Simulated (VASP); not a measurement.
# InSb (F-43m) in VASP: further runs, part 2 of 2

VASP 6.6.1. Earlier steps stand in the parts before.

### 5 Relaxation of cell and atoms, PBEsol

This run uses another cell than the first one, of 33.98 Å³/atom.

Contents of INCAR:

```
SYSTEM = InSb
ALGO = Normal
EDIFF = 1E-6
EDIFFG = -0.01
ENCUT = 600
GGA = PS
IBRION = 2
ISIF = 3
ISMEAR = -1
LASPH = .True.
LCHARG = .False.
LREAL = .False.
LWAVE = .False.
NELM = 60
NSW = 80
PREC = Accurate
SIGMA = 0.1
```

Contents of KPOINTS:

```
k-points
0
Gamma
  9 9 9
  0 0 0
```

Contents of POSCAR:

```
InSb
1.0
    0.0000000000      3.2391000000      3.2391000000
    3.2391000000      0.0000000000      3.2391000000
    3.2391000000      3.2391000000      0.0000000000
In Sb
1 1
Direct
    0.0000000000      0.0000000000      0.0000000000
    0.2500000000      0.2500000000      0.2500000000
```

Potentials or basis: VASP PAW PBE potentials, release 64 (In_d, Sb).

The run is started by

```bash
cat potpaw_PBE.64/In_d/POTCAR potpaw_PBE.64/Sb/POTCAR > POTCAR
mpirun -np 1 vasp_std > vasp.out
```

OUTCAR:

```text
SYSTEM = InSb
   EDIFF = 1E-6
   EDIFFG = -0.01
   ENCUT = 600
   GGA = PS
   IBRION = 2
   ISIF = 3
   ISMEAR = -1
   LASPH = .True.
   LREAL = .False.
   NELM = 60
   NSW = 80
   PREC = Accurate

 ion  position               nearest neighbor table
   1  0.000  0.000  0.000-   2 2.81   2 2.81   2 2.81   2 2.81
   2  0.250  0.250  0.250-   1 2.81   1 2.81   1 2.81   1 2.81

  LATTYP: Found a face centered cubic cell.
 ALAT       =     6.4782000000

  Lattice vectors:

 A1 = (   0.0000000000,   3.2391000000,   3.2391000000)
 A2 = (   3.2391000000,   0.0000000000,   3.2391000000)
 A3 = (   3.2391000000,   3.2391000000,   0.0000000000)

Analysis of symmetry for initial positions (statically):
=====================================================================
 Subroutine PRICEL returns:
 Original cell was already a primitive cell.

 Routine SETGRP: Setting up the symmetry group for a
 face centered cubic supercell.

 Subroutine GETGRP returns: Found 24 space group operations
 (whereof 24 operations were pure point group operations)
 out of a pool of 48 trial point group operations.

The static configuration has the point symmetry T_d .

Analysis of symmetry for dynamics (positions and initial velocities):
=====================================================================
 Subroutine PRICEL returns:
 Original cell was already a primitive cell.

 Routine SETGRP: Setting up the symmetry group for a
 face centered cubic supercell.

 Subroutine GETGRP returns: Found 24 space group operations
 (whereof 24 operations were pure point group operations)
 out of a pool of 48 trial point group operations.

The dynamic configuration has the point symmetry T_d .

 Subroutine INISYM returns: Found 24 space group operations
 (whereof 24 operations are pure point group operations),
 and found     1 'primitive' translations

----------------------------------------------------------------------------------------

                                     Primitive cell

  volume of cell :      67.9678

  direct lattice vectors                    reciprocal lattice vectors
     0.000000000  3.239100000  3.239100000    -0.154363867  0.154363867  0.154363867
     3.239100000  0.000000000  3.239100000     0.154363867 -0.154363867  0.154363867
     3.239100000  3.239100000  0.000000000     0.154363867  0.154363867 -0.154363867

  length of vectors
     4.580779150  4.580779150  4.580779150     0.267366060  0.267366060  0.267366060

  position of ions in fractional coordinates (direct lattice)
     0.000000000  0.000000000  0.000000000
     0.250000000  0.250000000  0.250000000

  ion indices of the primitive-cell ions
   primitive index   ion index
                 1           1
                 2           2

----------------------------------------------------------------------------------------

 KPOINTS: k-points

Automatic generation of k-mesh.
 Grid dimensions read from file:
 generate k-points for:    9    9    9

 Generating k-lattice:

  Cartesian coordinates                     Fractional coordinates (reciprocal lattice)
    -0.017151541  0.017151541  0.017151541     0.111111111  0.000000000  0.000000000
     0.017151541 -0.017151541  0.017151541     0.000000000  0.111111111  0.000000000
     0.017151541  0.017151541 -0.017151541     0.000000000  0.000000000  0.111111111
[... 43 lines left out ...]
   dimension x,y,z NGXF=    80 NGYF=   80 NGZF=   80
   ions per type =               1   1
   NGX,Y,Z   is equivalent  to a cutoff of  14.52, 14.52, 14.52 a.u.
   NGXF,Y,Z  is equivalent  to a cutoff of  29.03, 29.03, 29.03 a.u.
 SYSTEM =  InSb
   PREC   = accura    normal or accurate (medium, high low for compatibility)
   ISTART =      0    job   : 0-new  1-cont  2-samecut
   ICHARG =      2    charge: 1-file 2-atom 10-const
   ISPIN  =      1    spin polarized calculation?
   LNONCOLLINEAR =      F non collinear calculations
   LSORBIT =      F    spin-orbit coupling
   LASPH  =      T    aspherical Exc in radial PAW
   ENCUT  =  600.0 eV  44.10 Ry    6.64 a.u.   9.15  9.15  9.15*2*pi/ulx,y,z
   NELM   =     60;   NELMIN=  2; NELMDL= -5     # of ELM steps
   EDIFF  = 0.1E-05   stopping-criterion for ELM
   LREAL  =      F    real-space projection
   EDIFFG = -.1E-01   stopping-criterion for IOM
   NSW    =     80    number of steps for IOM
   IBRION =      2    ionic relax: 0-MD 1-quasi-New 2-CG
   NFREE  =      1    steps in history (QN), initial steepest desc. (CG)
   ISIF   =      3    stress and relaxation
   ISYM   =      2    0-nonsym 1-usesym 2-fastsym
   POTIM  = 0.5000    time-step for ionic-motion
   TEBEG  =    0.0;   TEEND  =   0.0 temperature during run
   PSTRESS=    0.0 pullay stress
   NELECT =      18.0000    total number of electrons
   NUPDOWN=      -1.0000    fix difference up-down
   EMIN   =  10.00;   EMAX   =-10.00  energy-range for DOS
   EFERMI =   0.00;   METHOD = LEGACY
   ISMEAR =    -1;   SIGMA  =   0.10  broadening in eV -4-tet -1-fermi 0-gaus
   EFERMI_NEDOS =   21; number of points for ismear=-14 and -15
   IALGO  =     38    algorithm
   IMIX   =      4    mixing-type and parameters
     AMIX     =   0.40;   BMIX     =  1.00
     AMIX_MAG =   1.60;   BMIX_MAG =  1.00
  volume/ion in A,a.u.               =      33.98       229.33
  Fermi-wavevector in a.u.,A,eV,Ry     =   1.051311  1.986690 15.037912  1.105255
  Thomas-Fermi vector in A             =   2.186349
   LORBIT       =      0    0 simple, 1 ext, 2 COOP (PROOUT), +10 PAW based schemes
   GGA     = PS    functional components
   LHFCALC =     F    Hartree Fock is set to
   AEXX    =    0.0000 exact exchange contribution
   IVDW    =     0    specifies the selected vdW correction
   LEPSILON=     F    determine dielectric tensor
   LRPA    =     F    only Hartree local field effects (RPA)
 conjugate gradient relaxation of ions
 non-spin polarized calculation
  energy-cutoff  :      600.00
  volume of cell :       67.97
 maximum number of plane-waves:      2285
 NGX is ok and might be reduce to    40
   NGX = 19   NGY = 19   NGZ = 19

--------------------------------------- Ionic step        1  -------------------------------------------

 number of electron      18.0000001 magnetization

 Free energy of the ion-electron system (eV)
  ---------------------------------------------------
  ext. energy  EPLUGINS =         0.00000000
  ---------------------------------------------------
  free energy    TOTEN  =        -7.69576946 eV

  energy without entropy =       -7.69371567  energy(sigma->0) =       -7.69474257

------------------------ aborting loop because EDIFF is reached ----------------------------------------

  FORCE on cell =-STRESS in cart. coord.  units (eV):
  Direction    XX          YY          ZZ          XY          YZ          ZX
  --------------------------------------------------------------------------------------
  -------------------------------------------------------------------------------------
  Total        0.3778126      0.3778126      0.3778126      0.0000000      0.0000000     -0.0000000
  in kB        8.9060260      8.9060260      8.9060260      0.0000000      0.0000000     -0.0000000
  external PRESSURE =       8.9060260 kB  Pullay stress =       0.0000000 kB
[... 23 lines left out ...]
--------------------------------------- Ionic step        2  -------------------------------------------

 number of electron      17.9999998 magnetization

 E-fermi :   4.8409     XC(G=0):  -8.7549

 val. band max:        4.6829364069   @ k =   0.0000   0.0000   0.0000
 cond. band min:       5.1273376242   @ k =   0.4444   0.0000   0.0000
 fundamental gap:      0.4444012173
 Fermi energy:         4.8409078661

 k-point     1 :       0.0000    0.0000    0.0000
  band No.  band energies     occupation
      1      -9.8015      2.00000
      2      -9.8015      2.00000
      3      -9.8015      2.00000
      4      -9.7223      2.00000
      5      -9.7223      2.00000
      6      -5.8982      2.00000
      7       4.2704      1.99337
      8       4.6829      1.65833
      9       4.6829      1.65833
     10       4.6829      1.65833
     11       7.6170      0.00000
     12       7.6170      0.00000
     13       7.6170      0.00000
[... 403 lines left out ...]
--------------------------------------- Ionic step        3  -------------------------------------------

 number of electron      17.9999999 magnetization

 Free energy of the ion-electron system (eV)
  ---------------------------------------------------
  ext. energy  EPLUGINS =         0.00000000
  ---------------------------------------------------
  free energy    TOTEN  =        -7.69949380 eV

  energy without entropy =       -7.69718774  energy(sigma->0) =       -7.69834077

 E-fermi :   4.9190     XC(G=0):  -8.7858

 val. band max:        4.7587652532   @ k =   0.0000   0.0000   0.0000
 cond. band min:       5.2155941415   @ k =   0.4444   0.0000   0.0000
 fundamental gap:      0.4568288882
 Fermi energy:         4.9189682194

 k-point     1 :       0.0000    0.0000    0.0000
  band No.  band energies     occupation
      1      -9.7405      2.00000
      2      -9.7405      2.00000
      3      -9.7405      2.00000
      4      -9.6593      2.00000
      5      -9.6593      2.00000
      6      -5.8679      2.00000
      7       4.3876      1.99020
      8       4.7588      1.66460
      9       4.7588      1.66460
     10       4.7588      1.66460
     11       7.6921      0.00000
     12       7.6921      0.00000
     13       7.6921      0.00000
[... 397 lines left out ...]
  FREE ENERGIE OF THE ION-ELECTRON SYSTEM (eV)
  ---------------------------------------------------
  free  energy   TOTEN  =        -7.6994937997 eV

  energy  without entropy=       -7.6971877405  energy(sigma->0) =       -7.69834077

 reached required accuracy - stopping structural energy minimisation
```

CONTCAR:

```text
InSb
   1.00000000000000
     0.0000000000000000    3.2606086051662828    3.2606086051662828
     3.2606086051662828    0.0000000000000000    3.2606086051662828
     3.2606086051662828    3.2606086051662828   -0.0000000000000000
  In              Sb
     1     1
Direct
     0.0000000000000000    0.0000000000000000    0.0000000000000000
     0.2500000000000000    0.2500000000000000    0.2500000000000000

  0.00000000E+00  0.00000000E+00  0.00000000E+00
  0.00000000E+00  0.00000000E+00  0.00000000E+00
```

Wall time 2.1 min (1 thread of Intel Xeon Platinum 8259CL at 2.50GHz (Skylake/Cascade Lake), shared host); peak memory 0.26 GiB.

Results:

```
Free energy                           : -7.6995 eV
Relaxed volume                        : 34.67 Å³/atom
Relaxed cell                          : a = 4.611 Å, b = 4.611 Å, c = 4.611 Å, α = 60.00°, β = 60.00°, γ = 60.00°
Space group after relaxing (to 0.1 Å) : F-43m (No. 216)
Energy gained by relaxing             : 1.9 meV/atom
Ionic steps                           : 3
Pressure after relaxing               : 0.0 GPa
Band gap on the k mesh                : zero (filled and empty bands touch)
```

Step by step:
```tsv
step	energy change (eV)	largest force (eV/Å)	pressure (GPa)	volume (Å³)
1	0.0000	0.0000	0.89	67.97
2	-0.0032	0.0000	-0.31	69.84
3	-0.0037	0.0000	-0.01	69.33
```

Final structure:
```
In Sb
1.0
     0.00000    3.26061    3.26061
     3.26061    0.00000    3.26061
     3.26061    3.26061    0.00000
In Sb
1 1
Direct
  0.00000 0.00000 0.00000
  0.25000 0.25000 0.25000
```

Caveat: semilocal functionals underestimate gaps, so a narrow gap can read as zero; the PAW data sets were made with another functional, which shifts forces and pressure a little; spin-orbit coupling is left out, which moves the levels of the heavy elements.

### 6 Relaxation of cell and atoms, LDA

This run uses another cell than the first one, of 33.98 Å³/atom.

Contents of INCAR:

```
ALGO = Normal
EDIFF = 1E-6
EDIFFG = -0.01
ENCUT = 600
IBRION = 2
ISIF = 3
ISMEAR = -1
LASPH = T
LCHARG = F
LREAL = F
LWAVE = F
NELM = 100
NSW = 80
PREC = Accurate
SIGMA = 0.1
```

Contents of KPOINTS:

```
k-points
0
Gamma
  9 9 9
```

POSCAR is that of step 5.

Potentials or basis: VASP PAW LDA potentials, release 64 (In_d, Sb).

The run is started by

```bash
cat potpaw_LDA.64/In_d/POTCAR potpaw_LDA.64/Sb/POTCAR > POTCAR
mpirun -np 1 vasp_std > vasp.out
```

Run time: 1.8 min. Hardware: 1 thread of Intel Xeon Platinum 8259CL at 2.50GHz (Skylake/Cascade Lake), shared host; peak memory 0.22 GiB.

Results (log left out):

| Item | Value |
| --- | --- |
| Free energy | -8.2152 eV |
| Relaxed volume | 33.63 Å³/atom |
| Relaxed cell | a = 4.565 Å, b = 4.565 Å, c = 4.565 Å, α = 60.00°, β = 60.00°, γ = 60.00° |
| Space group after relaxing (to 0.1 Å) | F-43m (No. 216) |
| Energy gained by relaxing | 0.5 meV/atom |
| Ionic steps | 3 |
| Pressure after relaxing | 0.0 GPa |
| Band gap on the k mesh | zero (filled and empty bands touch) |

Step by step:
```csv
step,energy change (eV),largest force (eV/Å),pressure (GPa),volume (Å³)
1,0.0000,0.0000,-0.49,67.97
2,-0.0009,0.0000,0.19,66.96
3,-0.0011,0.0000,0.01,67.25
```

Final structure:
```yaml
crystal:
  lattice:
    - [0.00000, 3.22773, 3.22773]
    - [3.22773, 0.00000, 3.22773]
    - [3.22773, 3.22773, 0.00000]
  atoms:
    - { symbol: In, position: [0.00000, 0.00000, 0.00000] }
    - { symbol: Sb, position: [0.25000, 0.25000, 0.25000] }
```

Levels at points of the mesh, in eV from the Fermi level:
| k point | band 7 | band 8 | band 9 | band 10 | band 11 | band 12 |
| --- | --- | --- | --- | --- | --- | --- |
| (0.00, 0.00, 0.00) | -0.46 | -0.16 | -0.16 | -0.16 | 2.75 | 2.75 |

Caveat: semilocal functionals underestimate gaps, so a narrow gap can read as zero; spin-orbit coupling is left out, which moves the levels of the heavy elements.

### 7 Summary

| task | level | potentials or basis | cell | cutoff (eV) | gap on the mesh (eV) | pressure (GPa) | relaxed volume (Å³/atom) |
| --- | --- | --- | --- | --- | --- | --- | --- |
| relaxation of the atoms | r2SCAN | VASP PAW PBE potentials, release 64 (In_d, Sb) | atoms relaxed from a = 4.637 Å, angles 60.0°, 2 atoms | 520 | - | 0.0 | - |
| relaxation of the atoms | r2SCAN | VASP PAW PBE potentials, release 64 (In_d, Sb) | atoms relaxed from a = 4.668 Å, angles 60.0°, 2 atoms | 520 | none | -0.8 | - |
| relaxation of cell and atoms | PBE | VASP PAW PBE potentials, release 64 (In_d, Sb) | relaxed from a = 4.581 Å, angles 60.0°, 2 atoms | 600 | none | 0.0 | 36.50 |
| relaxation of cell and atoms | PBEsol | VASP PAW PBE potentials, release 64 (In_d, Sb) | relaxed from a = 4.581 Å, angles 60.0°, 2 atoms | 600 | none | 0.0 | 34.67 |
| relaxation of cell and atoms | LDA | VASP PAW LDA potentials, release 64 (In_d, Sb) | relaxed from a = 4.581 Å, angles 60.0°, 2 atoms | 600 | none | 0.0 | 33.63 |

Alike in all rows: no spin polarisation; k mesh 9 × 9 × 9; smearing fermi-dirac 0.1 eV.

Caveats: spin-orbit coupling is left out, which moves the levels of the heavy elements; semilocal functionals underestimate gaps, so a narrow gap can read as zero (at least some runs); the PAW data sets were made with another functional, which shifts forces and pressure a little (at least some runs); the relaxation stopped at its first step, so nothing moved (at least some runs).

Total energies depend on the potentials used, so only differences within one code and one set of settings carry meaning.

### 8 Comparison with measurements

Step 3. Against the measured gap of InSb, 0.24 eV (quoted in “Electronic Structure and Epitaxy of CdTe Shells on InSb Nanowires”, 2021, arxiv:2111.05126), the calculated 0.00 eV is off by -0.24 eV. Spin-orbit coupling on In, Sb is left out. The value is that of r2SCAN on a finite k mesh, which can miss the band edges, without temperature or zero-point motion.
